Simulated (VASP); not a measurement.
# Sb (a cell with a defect) in VASP: single point with PBE

Aim: the single point of Sb (a cell with a defect) with PBE.

All numbers are computed with VASP 6.6.1; they aren't measurements. Logs are shortened: lines on timing, memory, paths and dates and some standing lists are left out, and cuts for length are marked.

### 1 The cell of the first run

The cell holds a defect, 19 atoms: a = 9.331 Å, b = 9.331 Å, c = 9.331 Å, α = 96.38°, β = 116.39°, γ = 116.39°.

### 2 Single point, PBE

Input file INCAR:

```
ALGO     = Normal         # electronic algorithm
EDIFF    = 1E-7           # SCF threshold, eV
ENCUT    = 520            # plane-wave cutoff, eV
GGA      = PE             # functional
ISIF     = 2              # what is computed and relaxed
ISMEAR   = 0              # smearing method
LASPH    = T              # aspherical terms in the spheres
LCHARG   = F              # write CHGCAR
LREAL    = Auto         
LWAVE    = F              # write WAVECAR
NBANDS   = 62             # bands
NELM     = 100            # most SCF steps
PREC     = Accurate       # precision mode
SIGMA    = 0.1            # smearing width, eV
```

Input file KPOINTS:

```
k-points
0
Gamma
  4 4 4
```

Input file POSCAR:

```
Sb
1.0
    6.2209225141     -6.2209225141      3.1104612571
   -6.2209225141      3.1104612571      6.2209225141
   -6.2209225141     -3.1104612571     -6.2209225141
Sb
19
Direct
    0.1999999835      0.3048760205      0.9048759709
    0.3963725307      0.5958895472      0.7981261764
    0.5977633046      0.9018737635      0.6982463437
    0.0036274363      0.5041104423      0.5018737965
    0.1999999835      0.7951239690      0.3951240020
    0.5970195564      0.1478546145      0.9491649006
    0.8058773258      0.4638149878      0.8420622967
   -0.0013102237     -0.2491649263      0.7478546613
    0.4013103192      0.3491649502      0.5521453277
    0.5941227513      0.6361850499      0.4579376601
    0.8029803279      0.9521452946      0.3508349919
   -0.0217527223      0.2420622499      0.2361849865
    0.1999999835      0.5499999545      0.1499999876
    0.4217526893      0.8579376592      0.0638149887
    0.8022367082      0.1981262582      0.6017537257
    0.3963725307      0.0982463129      0.3004829422
    0.5977633046      0.3995170000      0.1958895802
    0.8022365797      0.7004829091      0.1041103950
    0.0036274363      0.0017536788     -0.0004829670
```

Potentials or basis: VASP PAW PBE potentials, release 64 (Sb).

Command:

```bash
> cat potpaw_PBE.64/Sb/POTCAR > POTCAR
> mpirun -np 1 vasp_std > vasp.out
```

OUTCAR:

```text
EDIFF = 1E-7
   ENCUT = 520
   GGA = PE
   ISIF = 2
   ISMEAR = 0
   LASPH = T
   LREAL = Auto
   NELM = 100
   PREC = Accurate

 ion  position               nearest neighbor table
   1  0.200  0.305  0.905-  13 3.05  15 3.09   2 3.09  17 3.09  19 3.09
   2  0.396  0.596  0.798-   4 3.08   1 3.09   9 3.10  14 3.13   3 3.15  18 3.15
   3  0.598  0.902  0.698-  15 3.08   5 3.09   6 3.10  10 3.13   2 3.15  19 3.15
   4  0.004  0.504  0.502-   2 3.08   5 3.09   8 3.10  12 3.13  15 3.15  17 3.15
   5  0.200  0.795  0.395-  13 3.05   3 3.09   4 3.09  16 3.09  18 3.09
   6  0.597  0.148  0.949-  12 2.97  14 3.07   3 3.10  17 3.10   7 3.28
   7  0.806  0.464  0.842-   8 2.97   9 3.07  15 3.13  18 3.13  13 3.15   6 3.28
   8  0.999  0.751  0.748-   7 2.97  10 3.07   4 3.10  19 3.10  14 3.28
   9  0.401  0.349  0.552-  10 2.97   7 3.07   2 3.10  16 3.10  12 3.28
  10  0.594  0.636  0.458-   9 2.97   8 3.07  17 3.13   3 3.13  13 3.15  11 3.28
  11  0.803  0.952  0.351-  14 2.97  12 3.07  18 3.10  15 3.10  10 3.28
  12  0.978  0.242  0.236-   6 2.97  11 3.07  19 3.13   4 3.13  13 3.15   9 3.28
  13  0.200  0.550  0.150-   1 3.05   5 3.05   7 3.15  10 3.15  12 3.15  14 3.15
  14  0.422  0.858  0.064-  11 2.97   6 3.07   2 3.13  16 3.13  13 3.15   8 3.28
  15  0.802  0.198  0.602-   3 3.08   1 3.09  11 3.10   7 3.13   4 3.15  16 3.15
  16  0.396  0.098  0.300-  19 3.08   5 3.09   9 3.10  14 3.13  17 3.15  15 3.15
  17  0.598  0.400  0.196-  18 3.08   1 3.09   6 3.10  10 3.13  16 3.15   4 3.15
  18  0.802  0.700  0.104-  17 3.08   5 3.09  11 3.10   7 3.13   2 3.15  19 3.15
  19  0.004  0.002  1.000-  16 3.08   1 3.09   8 3.10  12 3.13   3 3.15  18 3.15

  LATTYP: Found a body centered tetragonal cell.
 ALAT       =     9.8361421460
 C/A-ratio  =     1.2649110641

  Lattice vectors:

 A1 = (   6.2209225141,  -3.1104612571,  -6.2209225141)
 A2 = (   6.2209225141,   3.1104612571,   6.2209225141)
 A3 = (  -6.2209225141,  -6.2209225141,   3.1104612571)

Analysis of symmetry for initial positions (statically):
=====================================================================
 Subroutine PRICEL returns:
 Original cell was already a primitive cell.

 Routine SETGRP: Setting up the symmetry group for a
 body centered tetragonal supercell.

 Subroutine GETGRP returns: Found  8 space group operations
 (whereof  1 operations were pure point group operations)
 out of a pool of 16 trial point group operations.

The static configuration has the point symmetry C_1 .
 The point group associated with its full space group is C_4h.

Analysis of symmetry for dynamics (positions and initial velocities):
=====================================================================
 Subroutine PRICEL returns:
 Original cell was already a primitive cell.

 Routine SETGRP: Setting up the symmetry group for a
 body centered tetragonal supercell.

 Subroutine GETGRP returns: Found  8 space group operations
 (whereof  1 operations were pure point group operations)
 out of a pool of 16 trial point group operations.

The dynamic configuration has the point symmetry C_1 .
 The point group associated with its full space group is C_4h.

 Subroutine INISYM returns: Found  8 space group operations
 (whereof  1 operations are pure point group operations),
 and found     1 'primitive' translations

----------------------------------------------------------------------------------------

                                     Primitive cell

  volume of cell :     601.8723

  direct lattice vectors                    reciprocal lattice vectors
     6.220922514 -6.220922514  3.110461257     0.000000000 -0.128598290  0.064299145
    -6.220922514  3.110461257  6.220922514    -0.080373931 -0.032149573  0.096448718
    -6.220922514 -3.110461257 -6.220922514    -0.080373931 -0.096448718 -0.032149573

  length of vectors
     9.331383771  9.331383771  9.331383771     0.143777260  0.129599070  0.129599070

  position of ions in fractional coordinates (direct lattice)
     0.199999983  0.304876020  0.904875971
     0.396372531  0.595889547  0.798126176
     0.597763305  0.901873763  0.698246344
     0.003627436  0.504110442  0.501873796
     0.199999983  0.795123969  0.395124002
     0.597019556  0.147854614  0.949164901
[... 11 lines left out ...]
     0.802236580  0.700482909  0.104110395
     0.003627436  0.001753679  0.999517033

  ion indices of the primitive-cell ions
   primitive index   ion index
                 1           1
                 2           2
                 3           3
                 4           4
                 5           5
                 6           6
[... 11 lines left out ...]
                18          18
                19          19

----------------------------------------------------------------------------------------

 KPOINTS: k-points

Automatic generation of k-mesh.
 Grid dimensions read from file:
 generate k-points for:    4    4    4

 Generating k-lattice:

  Cartesian coordinates                     Fractional coordinates (reciprocal lattice)
     0.000000000 -0.032149573  0.016074786     0.250000000  0.000000000 -0.000000000
    -0.020093483 -0.008037393  0.024112179     0.000000000  0.250000000  0.000000000
    -0.020093483 -0.024112179 -0.008037393     0.000000000  0.000000000  0.250000000

  Length of vectors
     0.035944315  0.032399768  0.032399768

  Shift w.r.t. Gamma in fractional coordinates (k-lattice)
     0.000000000  0.000000000  0.000000000

 Subroutine IBZKPT returns following result:
 ===========================================

 Found     14 irreducible k-points:

 Following reciprocal coordinates:
            Coordinates               Weight
  0.000000  0.000000  0.000000      1.000000
  0.250000 -0.000000  0.000000      4.000000
  0.500000 -0.000000  0.000000      2.000000
  0.000000  0.250000  0.000000      8.000000
  0.250000  0.250000  0.000000      8.000000
 -0.250000  0.000000 -0.250000      8.000000
  0.000000  0.500000  0.000000      4.000000
  0.250000  0.500000  0.000000      8.000000
  0.250000  0.250000  0.250000      2.000000
 -0.250000  0.250000  0.250000      2.000000
  0.500000  0.500000  0.250000      8.000000
  0.250000 -0.250000  0.250000      4.000000
  0.500000 -0.250000  0.250000      4.000000
  0.500000  0.500000  0.500000      1.000000
   k-points           NKPTS =     14   k-points in BZ     NKDIM =     14   number of bands    NBANDS=     62
   number of dos      NEDOS =    301   number of ions     NIONS =     19
   total plane-waves  NPLWV = 343000
   dimension x,y,z NGX =    70 NGY =   70 NGZ =   70
   dimension x,y,z NGXF=   140 NGYF=  140 NGZF=  140
   ions per type =              19
   NGX,Y,Z   is equivalent  to a cutoff of  12.47, 12.47, 12.47 a.u.
   NGXF,Y,Z  is equivalent  to a cutoff of  24.94, 24.94, 24.94 a.u.
 SYSTEM =  unknown system
   PREC   = accura    normal or accurate (medium, high low for compatibility)
   ISTART =      0    job   : 0-new  1-cont  2-samecut
   ICHARG =      2    charge: 1-file 2-atom 10-const
   ISPIN  =      1    spin polarized calculation?
   LNONCOLLINEAR =      F non collinear calculations
   LSORBIT =      F    spin-orbit coupling
   LASPH  =      T    aspherical Exc in radial PAW
   ENCUT  =  520.0 eV  38.22 Ry    6.18 a.u.  17.35 17.35 17.35*2*pi/ulx,y,z
   NELM   =    100;   NELMIN=  2; NELMDL= -5     # of ELM steps
   EDIFF  = 0.1E-06   stopping-criterion for ELM
   LREAL  =      T    real-space projection
   EDIFFG = 0.1E-05   stopping-criterion for IOM
   NSW    =      0    number of steps for IOM
   IBRION =     -1    ionic relax: 0-MD 1-quasi-New 2-CG
   NFREE  =      0    steps in history (QN), initial steepest desc. (CG)
   ISIF   =      2    stress and relaxation
   ISYM   =      2    0-nonsym 1-usesym 2-fastsym
   POTIM  = 0.5000    time-step for ionic-motion
   TEBEG  =    0.0;   TEEND  =   0.0 temperature during run
   PSTRESS=    0.0 pullay stress
   NELECT =      95.0000    total number of electrons
   NUPDOWN=      -1.0000    fix difference up-down
   EMIN   =  10.00;   EMAX   =-10.00  energy-range for DOS
   EFERMI =   0.00;   METHOD = LEGACY
   ISMEAR =     0;   SIGMA  =   0.10  broadening in eV -4-tet -1-fermi 0-gaus
   EFERMI_NEDOS =   21; number of points for ismear=-14 and -15
   IALGO  =     38    algorithm
   IMIX   =      4    mixing-type and parameters
     AMIX     =   0.40;   BMIX     =  1.00
     AMIX_MAG =   1.60;   BMIX_MAG =  1.00
  volume/ion in A,a.u.               =      31.68       213.77
  Fermi-wavevector in a.u.,A,eV,Ry     =   0.884738  1.671912 10.650109  0.782761
  Thomas-Fermi vector in A             =   2.005678
   LORBIT       =      0    0 simple, 1 ext, 2 COOP (PROOUT), +10 PAW based schemes
   GGA     = PE    functional components
   LHFCALC =     F    Hartree Fock is set to
   AEXX    =    0.0000 exact exchange contribution
   IVDW    =     0    specifies the selected vdW correction
   LEPSILON=     F    determine dielectric tensor
   LRPA    =     F    only Hartree local field effects (RPA)
 non-spin polarized calculation
 Gauss-broadening in eV      SIGMA  =   0.10
  energy-cutoff  :      520.00
  volume of cell :      601.87
 maximum number of plane-waves:     16228
 NGX is ok and might be reduce to    70
   NGX = 35   NGY = 35   NGZ = 35

 number of electron      94.9999996 magnetization

 Free energy of the ion-electron system (eV)
  ---------------------------------------------------
  ext. energy  EPLUGINS =         0.00000000
  ---------------------------------------------------
  free energy    TOTEN  =       -77.04929300 eV

  energy without entropy =      -76.99642500  energy(sigma->0) =      -77.02285900

 E-fermi :   6.4446     XC(G=0):  -9.3144

 val. band max:        6.4394609626   @ k =   0.2500  -0.0000   0.0000
 cond. band min:       6.4544401021   @ k =   0.2500   0.2500   0.2500
 fundamental gap:      0.0149791394
 Fermi energy:         6.4445878553

 k-point     1 :       0.0000    0.0000    0.0000
  band No.  band energies     occupation
      1      -5.7471      2.00000
      2      -3.9310      2.00000
      3      -3.6444      2.00000
      4      -3.6444      2.00000
      5      -3.5372      2.00000
      6      -3.5215      2.00000
[... 857 lines left out ...]
     58       8.5323      0.00000
     59       8.7739      0.00000
 [bands above 59 left out]

------------------------ aborting loop because EDIFF is reached ----------------------------------------

  FORCE on cell =-STRESS in cart. coord.  units (eV):
  Direction    XX          YY          ZZ          XY          YZ          ZX
  --------------------------------------------------------------------------------------
  -------------------------------------------------------------------------------------
  Total       -2.8416038     -2.3012114     -2.3012114     -0.0000000     -0.0000001     -0.0000000
  in kB       -7.5643170     -6.1257987     -6.1257987     -0.0000000     -0.0000003     -0.0000000
  external PRESSURE =      -6.6053048 kB  Pullay stress =       0.0000000 kB

 VOLUME and BASIS-vectors are now :
 -----------------------------------------------------------------------------
  energy-cutoff  :      520.00
  volume of cell :      601.87
      direct lattice vectors                 reciprocal lattice vectors
     6.220922514 -6.220922514  3.110461257     0.000000000 -0.128598290  0.064299145
    -6.220922514  3.110461257  6.220922514    -0.080373931 -0.032149573  0.096448718
    -6.220922514 -3.110461257 -6.220922514    -0.080373931 -0.096448718 -0.032149573

 POSITION                                       TOTAL-FORCE (eV/Angst)
 -----------------------------------------------------------------------------------
     -6.28159     -3.11046     -3.11046        -0.002842     -0.000000      0.000000
     -6.20626     -3.09485     -0.02520        -0.002357     -0.000131     -0.006152
     -6.23558     -3.08526      3.12607         0.002357      0.006152     -0.000131
     -6.23558     -0.01561      0.02520         0.002357      0.000131      0.006152
     -6.16026      0.00000      3.11046         0.002842     -0.000000      0.000000
     -3.11046     -6.20646     -3.12788         0.000000      0.000418      0.019907
[... 11 lines left out ...]
     -0.01466     -3.13566      6.20531         0.002357     -0.006152      0.000131
     -6.20626     -3.12607     -6.19573        -0.002357      0.000131      0.006152
 -----------------------------------------------------------------------------------
    total drift:                               -0.000869     -0.000022     -0.000433

  FREE ENERGIE OF THE ION-ELECTRON SYSTEM (eV)
  ---------------------------------------------------
  free  energy   TOTEN  =       -77.0492929988 eV

  energy  without entropy=      -76.9964249994  energy(sigma->0) =      -77.02285900
```

It took 10 min on 1 thread of AMD EPYC 9R45 (Zen 5), shared host; peak memory 0.79 GiB.

What came out:

* Free energy: -77.0493 eV
* Pressure: -0.7 GPa
* Largest force: 0.020 eV/Å

Forces on the atoms (eV/Å):
```
Sb  -0.003  0.000  0.000
Sb  -0.002  0.000 -0.006
Sb   0.002  0.006  0.000
Sb   0.002  0.000  0.006
Sb   0.003  0.000  0.000
Sb   0.000  0.000  0.020
Sb   0.000 -0.018 -0.001
Sb   0.000 -0.020  0.000
Sb   0.000  0.020  0.000
Sb   0.000  0.018  0.001
Sb   0.000  0.000 -0.020
Sb   0.000 -0.001  0.018
Sb   0.000  0.000  0.000
Sb   0.000  0.001 -0.018
Sb  -0.002 -0.006  0.000
Sb   0.002  0.000 -0.006
Sb  -0.002  0.006  0.000
Sb   0.002 -0.006  0.000
Sb  -0.002  0.000  0.006
```

Stress tensor (GPa, compression positive):
```
-0.76  0.00  0.00
 0.00 -0.61  0.00
 0.00  0.00 -0.61
```

Caveat: spin-orbit coupling is left out, which moves the levels of the heavy elements.
